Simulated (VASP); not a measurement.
# Mn in VASP: notebook

Mn is run at these levels: LDA; tasks: single point.

Everything below comes from runs of VASP 6.6.1. Logs are shortened: lines on timing, memory, paths and dates and some standing lists are left out, and cuts for length are marked.

## 1. The cell of the first run

The typed cell holds 2 atoms: a = 2.433 Å, b = 2.433 Å, c = 3.922 Å, α = 90.00°, β = 90.00°, γ = 120.00°.

This isn't the form of Mn at room conditions, which is a 58-atom cubic cell.

## 2. Single point, LDA

INCAR reads:

```
PREC     = Accurate       # precision mode
ENCUT    = 520            # plane-wave cutoff, eV
EDIFF    = 1E-6           # SCF threshold, eV
ISMEAR   = -1             # smearing method
SIGMA    = 0.1            # smearing width, eV
LREAL    = F              # projectors in reciprocal space
LASPH    = T              # aspherical terms in the spheres
NELM     = 60             # most SCF steps
ALGO     = Normal         # electronic algorithm
ISIF     = 2              # what is computed and relaxed
LWAVE    = F              # write WAVECAR
LCHARG   = F              # write CHGCAR
GGA      = CA             # functional
ISYM     = 0            
NBANDS   = 20             # bands
```

KPOINTS reads:

```
regular mesh
0
Gamma
  14 14 10
```

POSCAR reads:

```
Mn
1.0
   -1.3439567319      1.6354144334      1.1987176510
    1.6354144334     -1.3439567319      1.1987176510
    2.7330970638      2.7330970638     -0.6649123368
Mn
2
Direct
    0.0416635149      0.9583364851      0.0000000000
    0.7083364851      0.2916635149      0.5000000000
```

Potentials or basis: VASP PAW LDA potentials, release 64 (Mn_pv).

Run with:

```
$ cat potpaw_LDA.64/Mn_pv/POTCAR > POTCAR
$ mpirun -np 1 vasp_std > vasp.out
```

OUTCAR:

```text
PREC = Accurate
   ENCUT = 520
   EDIFF = 1E-6
   ISMEAR = -1
   LREAL = F
   LASPH = T
   NELM = 60
   ISIF = 2
   GGA = CA
   ISYM = 0

 ion  position               nearest neighbor table
   1  0.042  0.958  0.000-   2 2.41   2 2.41   2 2.41   2 2.41   2 2.41   2 2.41
   2  0.708  0.292  0.500-   1 2.41   1 2.41   1 2.41   1 2.41   1 2.41   1 2.41

IMPORTANT INFORMATION: All symmetrisations will be switched off!
NOSYMM: (Re-)initialisation of all symmetry stuff for point group C_1.

----------------------------------------------------------------------------------------

                                     Primitive cell

  volume of cell :      20.0995

  direct lattice vectors                    reciprocal lattice vectors
    -1.343956732  1.635414433  1.198717651    -0.118540265  0.217101031  0.405130309
     1.635414433 -1.343956732  1.198717651     0.217101031 -0.118540265  0.405130309
     2.733097064  2.733097064 -0.664912337     0.177687379  0.177687379 -0.043203130

  length of vectors
     2.432637267  2.432637267  3.921957105     0.474673804  0.474673804  0.254974743

  position of ions in fractional coordinates (direct lattice)
     0.041663515  0.958336485  0.000000000
     0.708336485  0.291663515  0.500000000

  ion indices of the primitive-cell ions
   primitive index   ion index
                 1           1
                 2           2

----------------------------------------------------------------------------------------

 KPOINTS: regular mesh

Automatic generation of k-mesh.
 Grid dimensions read from file:
 generate k-points for:   14   14   10

 Generating k-lattice:

  Cartesian coordinates                     Fractional coordinates (reciprocal lattice)
    -0.008467162  0.015507217  0.028937879     0.071428571  0.000000000  0.000000000
     0.015507217 -0.008467162  0.028937879     0.000000000  0.071428571  0.000000000
     0.017768738  0.017768738 -0.004320313     0.000000000  0.000000000  0.100000000

  Length of vectors
     0.033905272  0.033905272  0.025497474

  Shift w.r.t. Gamma in fractional coordinates (k-lattice)
     0.000000000  0.000000000  0.000000000

 Subroutine IBZKPT returns following result:
 ===========================================

 Found    984 irreducible k-points:

 Following reciprocal coordinates:
            Coordinates               Weight
  0.000000  0.000000  0.000000      1.000000
  0.071429 -0.000000 -0.000000      2.000000
  0.000000 -0.071429  0.000000      2.000000
  0.142857 -0.000000  0.000000      2.000000
  0.000000 -0.142857 -0.000000      2.000000
  0.214286 -0.000000 -0.000000      2.000000
[... 16 lines left out ...]
  0.357143  0.071429 -0.000000      2.000000
 -0.071429 -0.357143  0.000000      2.000000
 [... further k-points ...]
   k-points           NKPTS =    984   k-points in BZ     NKDIM =    984   number of bands    NBANDS=     20
   number of dos      NEDOS =    301   number of ions     NIONS =      2
   total plane-waves  NPLWV =   9720
   dimension x,y,z NGX =    18 NGY =   18 NGZ =   30
   dimension x,y,z NGXF=    36 NGYF=   36 NGZF=   60
   ions per type =               2
   NGX,Y,Z   is equivalent  to a cutoff of  12.30, 12.30, 12.72 a.u.
   NGXF,Y,Z  is equivalent  to a cutoff of  24.60, 24.60, 25.43 a.u.
 SYSTEM =  unknown system
   PREC   = accura    normal or accurate (medium, high low for compatibility)
   ISTART =      0    job   : 0-new  1-cont  2-samecut
   ICHARG =      2    charge: 1-file 2-atom 10-const
   ISPIN  =      1    spin polarized calculation?
   LNONCOLLINEAR =      F non collinear calculations
   LSORBIT =      F    spin-orbit coupling
   LASPH  =      T    aspherical Exc in radial PAW
   ENCUT  =  520.0 eV  38.22 Ry    6.18 a.u.   4.52  4.52  7.29*2*pi/ulx,y,z
   NELM   =     60;   NELMIN=  2; NELMDL= -5     # of ELM steps
   EDIFF  = 0.1E-05   stopping-criterion for ELM
   LREAL  =      F    real-space projection
   EDIFFG = 0.1E-04   stopping-criterion for IOM
   NSW    =      0    number of steps for IOM
   IBRION =     -1    ionic relax: 0-MD 1-quasi-New 2-CG
   NFREE  =      0    steps in history (QN), initial steepest desc. (CG)
   ISIF   =      2    stress and relaxation
   ISYM   =      0    0-nonsym 1-usesym 2-fastsym
   POTIM  = 0.5000    time-step for ionic-motion
   TEBEG  =    0.0;   TEEND  =   0.0 temperature during run
   PSTRESS=    0.0 pullay stress
   NELECT =      26.0000    total number of electrons
   NUPDOWN=      -1.0000    fix difference up-down
   EMIN   =  10.00;   EMAX   =-10.00  energy-range for DOS
   EFERMI =   0.00;   METHOD = LEGACY
   ISMEAR =    -1;   SIGMA  =   0.10  broadening in eV -4-tet -1-fermi 0-gaus
   EFERMI_NEDOS =   21; number of points for ismear=-14 and -15
   IALGO  =     38    algorithm
   IMIX   =      4    mixing-type and parameters
     AMIX     =   0.40;   BMIX     =  1.00
     AMIX_MAG =   1.60;   BMIX_MAG =  1.00
  volume/ion in A,a.u.               =      10.05        67.82
  Fermi-wavevector in a.u.,A,eV,Ry     =   1.783765  3.370827 43.291256  3.181818
  Thomas-Fermi vector in A             =   2.847887
   LORBIT       =      0    0 simple, 1 ext, 2 COOP (PROOUT), +10 PAW based schemes
   GGA     = CA    functional components
   LHFCALC =     F    Hartree Fock is set to
   AEXX    =    0.0000 exact exchange contribution
   IVDW    =     0    specifies the selected vdW correction
   LEPSILON=     F    determine dielectric tensor
   LRPA    =     F    only Hartree local field effects (RPA)
 non-spin polarized calculation
  energy-cutoff  :      520.00
  volume of cell :       20.10
 maximum number of plane-waves:       558
   NGX =  9   NGY =  9   NGZ = 15

 number of electron      25.9999979 magnetization

 Free energy of the ion-electron system (eV)
  ---------------------------------------------------
  ext. energy  EPLUGINS =         0.00000000
  ---------------------------------------------------
  free energy    TOTEN  =       -20.34549346 eV

  energy without entropy =      -20.26079634  energy(sigma->0) =      -20.30314490

 E-fermi :  11.1512     XC(G=0): -14.7828

 val. band max:       11.1466395046   @ k =   0.2857   0.2857   0.5000
 cond. band min:      11.1570497809   @ k =   0.1429   0.1429   0.1000
 fundamental gap:      0.0104102763
 Fermi energy:        11.1512046454

 k-point     1 :       0.0000    0.0000    0.0000
  band No.  band energies     occupation
      1     -36.8364      2.00000
      2     -35.9936      2.00000
      3     -35.9936      2.00000
      4     -35.8594      2.00000
      5     -35.8593      2.00000
      6     -35.8358      2.00000
[... 12 lines left out ...]
     19      21.3098      0.00000
     20      32.4095      0.00000

 k-point     2 :       0.0714   -0.0000   -0.0000
  band No.  band energies     occupation
      1     -36.8200      2.00000
      2     -36.0292      2.00000
      3     -36.0051      2.00000
      4     -35.8963      2.00000
      5     -35.8644      2.00000
      6     -35.8421      2.00000
[... 12 lines left out ...]
     19      21.3051      0.00000
     20      32.1479      0.00000

 k-point     3 :       0.0000   -0.0714    0.0000
  band No.  band energies     occupation
      1     -36.8200      2.00000
      2     -36.0292      2.00000
      3     -36.0051      2.00000
      4     -35.8963      2.00000
      5     -35.8644      2.00000
      6     -35.8421      2.00000
[... 12 lines left out ...]
     19      21.3051      0.00000
     20      32.1479      0.00000

 k-point     4 :       0.1429   -0.0000    0.0000
  band No.  band energies     occupation
      1     -36.7727      2.00000
      2     -36.1291      2.00000
      3     -36.0365      2.00000
      4     -35.9983      2.00000
      5     -35.8791      2.00000
      6     -35.8609      2.00000
[... 12 lines left out ...]
     19      21.2997      0.00000
     20      30.6177      0.00000

 k-point     5 :       0.0000   -0.1429   -0.0000
  band No.  band energies     occupation
      1     -36.7727      2.00000
      2     -36.1291      2.00000
      3     -36.0365      2.00000
      4     -35.9983      2.00000
      5     -35.8791      2.00000
      6     -35.8609      2.00000
[... 12 lines left out ...]
     19      21.2997      0.00000
     20      30.6177      0.00000

 k-point     6 :       0.2143   -0.0000   -0.0000
  band No.  band energies     occupation
      1     -36.6995      2.00000
      2     -36.2746      2.00000
      3     -36.1416      2.00000
      4     -36.0803      2.00000
      5     -35.9017      2.00000
      6     -35.8927      2.00000
[... 12 lines left out ...]
     19      21.3079      0.00000
     20      27.9653      0.00000

 k-point     7 :       0.0000   -0.2143    0.0000
  band No.  band energies     occupation
      1     -36.6995      2.00000
      2     -36.2746      2.00000
      3     -36.1416      2.00000
      4     -36.0803      2.00000
      5     -35.9017      2.00000
      6     -35.8927      2.00000
[... 12 lines left out ...]
     19      21.3079      0.00000
     20      27.9653      0.00000
[... 277 lines left out ...]
 k-point    20 :      -0.0714   -0.2143   -0.0000
  band No.  band energies     occupation
      1     -36.6457      2.00000
      2     -36.3562      2.00000
      3     -36.2499      2.00000
      4     -36.0993      2.00000
      5     -35.9324      2.00000
      6     -35.9185      2.00000
[... 12 lines left out ...]
     19      21.3480      0.00000
     20      26.6248      0.00000

 k-point    21 :       0.2857    0.0714   -0.0000
  band No.  band energies     occupation
      1     -36.5514      2.00000
      2     -36.5101      2.00000
      3     -36.3778      2.00000
      4     -36.1573      2.00000
      5     -35.9689      2.00000
      6     -35.9614      2.00000
[... 12 lines left out ...]
     19      21.1710      0.00000
     20      24.2924      0.00000

 k-point    22 :      -0.0714   -0.2857    0.0000
  band No.  band energies     occupation
      1     -36.5514      2.00000
      2     -36.5101      2.00000
      3     -36.3778      2.00000
      4     -36.1573      2.00000
      5     -35.9689      2.00000
      6     -35.9614      2.00000
[... 12 lines left out ...]
     19      21.1710      0.00000
     20      24.2924      0.00000

 k-point    23 :       0.3571    0.0714   -0.0000
  band No.  band energies     occupation
      1     -36.6338      2.00000
      2     -36.4801      2.00000
      3     -36.4592      2.00000
      4     -36.2007      2.00000
      5     -36.0259      2.00000
      6     -35.9849      2.00000
[... 12 lines left out ...]
     19      21.8668      0.00000
     20      23.6439      0.00000

 k-point    24 :      -0.0714   -0.3571    0.0000
  band No.  band energies     occupation
      1     -36.6338      2.00000
      2     -36.4801      2.00000
      3     -36.4592      2.00000
      4     -36.2007      2.00000
      5     -36.0259      2.00000
      6     -35.9849      2.00000
[... 12 lines left out ...]
     19      21.8668      0.00000
     20      23.6439      0.00000

 [... further k-points ...]

------------------------ aborting loop because EDIFF is reached ----------------------------------------

  FORCE on cell =-STRESS in cart. coord.  units (eV):
  Direction    XX          YY          ZZ          XY          YZ          ZX
  --------------------------------------------------------------------------------------
  -------------------------------------------------------------------------------------
  Total        0.0552692      0.0552685      0.0619694     -0.0077029      0.0029470      0.0029470
  in kB        4.4056353      4.4055801      4.9397261     -0.6140147      0.2349150      0.2349141
  external PRESSURE =       4.5836472 kB  Pullay stress =       0.0000000 kB

 VOLUME and BASIS-vectors are now :
 -----------------------------------------------------------------------------
  energy-cutoff  :      520.00
  volume of cell :       20.10
      direct lattice vectors                 reciprocal lattice vectors
    -1.343956732  1.635414433  1.198717651    -0.118540265  0.217101031  0.405130309
     1.635414433 -1.343956732  1.198717651     0.217101031 -0.118540265  0.405130309
     2.733097064  2.733097064 -0.664912337     0.177687379  0.177687379 -0.043203130

 POSITION                                       TOTAL-FORCE (eV/Angst)
 -----------------------------------------------------------------------------------
      1.51128     -1.21983      1.19872        -0.000002      0.000003      0.000000
      0.89157      2.13299      0.86626         0.000002     -0.000003     -0.000000
 -----------------------------------------------------------------------------------
    total drift:                                0.000002     -0.000006      0.000001

  FREE ENERGIE OF THE ION-ELECTRON SYSTEM (eV)
  ---------------------------------------------------
  free  energy   TOTEN  =       -20.3454934595 eV

  energy  without entropy=      -20.2607963383  energy(sigma->0) =      -20.30314490
```

It took 4.3 min on 1 thread of Intel Xeon Platinum 8375C at 2.90GHz (Ice Lake), shared host; peak memory 0.38 GiB.

What came out:

- Free energy: -20.3455 eV
- Pressure: 0.5 GPa
- Band gap on the k mesh: zero (bands 13 and 14 overlap by 2.41 eV)

Caveat: the run has no spin polarisation, though such a crystal can be magnetic. Spin polarisation is off, so any magnetic state and its effect on volume and gap are missing.

## 3. Single point, LDA, collinear spin, antiferromagnetic start (11.24 Å³/atom)

This run uses another cell than the first one, of 11.24 Å³/atom.

INCAR reads:

```
PREC     = Accurate       # precision mode
ENCUT    = 520            # plane-wave cutoff, eV
EDIFF    = 1E-6           # SCF threshold, eV
ISMEAR   = -1             # smearing method
SIGMA    = 0.05           # smearing width, eV
LREAL    = False          # projectors in reciprocal space
LASPH    = True           # aspherical terms in the spheres
NELM     = 150            # most SCF steps
ALGO     = Normal         # electronic algorithm
ISIF     = 2              # what is computed and relaxed
LWAVE    = False          # write WAVECAR
LCHARG   = False          # write CHGCAR
ISPIN    = 2              # spin polarisation
MAGMOM   = 3 -3           # initial moments
LORBIT   = 11             # projections on sites
LMAXMIX  = 4              # l up to which the mixer works
NBANDS   = 24             # bands
```

KPOINTS reads:

```
Automatic mesh
0
Gamma
  17 17 9
```

POSCAR reads:

```
Mn
1.0
   -1.3946068303      1.6967599750      1.2438204471
    1.6967599750     -1.3946068303      1.2438204471
    2.8403281818      2.8403281818     -0.6904264091
Mn
2
Direct
    0.0416646786      0.9583353214      0.0000000000
    0.7083353214      0.2916646786      0.5000000000
```

Potentials or basis: VASP PAW LDA potentials, release 64 (Mn_pv).

Run with:

```
$ cat potpaw_LDA.64/Mn_pv/POTCAR > POTCAR
$ mpirun -np 1 vasp_std > vasp.out
```

Run time: 19 min. Hardware: 1 thread of Oxide Virtual Turin-like, shared host; peak memory 0.5 GiB.

It converged, with:

```
Free energy                                           : -20.0760 eV
Pressure                                              : -29.1 GPa
Band gap on the k mesh                                : zero (filled and empty bands overlap)
Net moment                                            : 0.00 μB per cell
Valence electrons inside the program's atomic spheres : Mn 11.91
```

Stress tensor (GPa, compression positive):
```
-29.14  -0.22   0.06
 -0.22 -29.14   0.06
  0.06   0.06 -28.93
```

Levels at points of the mesh, in eV from the Fermi level:
Spin up:
```tsv
k point	band 9	band 10	band 11	band 12	band 13	band 14	band 15	band 16	band 17	band 18
(0.00, 0.00, 0.00)	-0.89	-0.89	-0.89	-0.45	-0.45	0.03	0.03	0.80	1.52	1.52
```
Spin down:
| k point | band 11 | band 12 | band 13 | band 14 | band 15 | band 16 |
| --- | --- | --- | --- | --- | --- | --- |
| (0.00, 0.00, 0.00) | -0.89 | -0.45 | -0.45 | 0.03 | 0.03 | 0.80 |

Caveat: the cell stands under tension; the moments typed at the start vanished in this run.
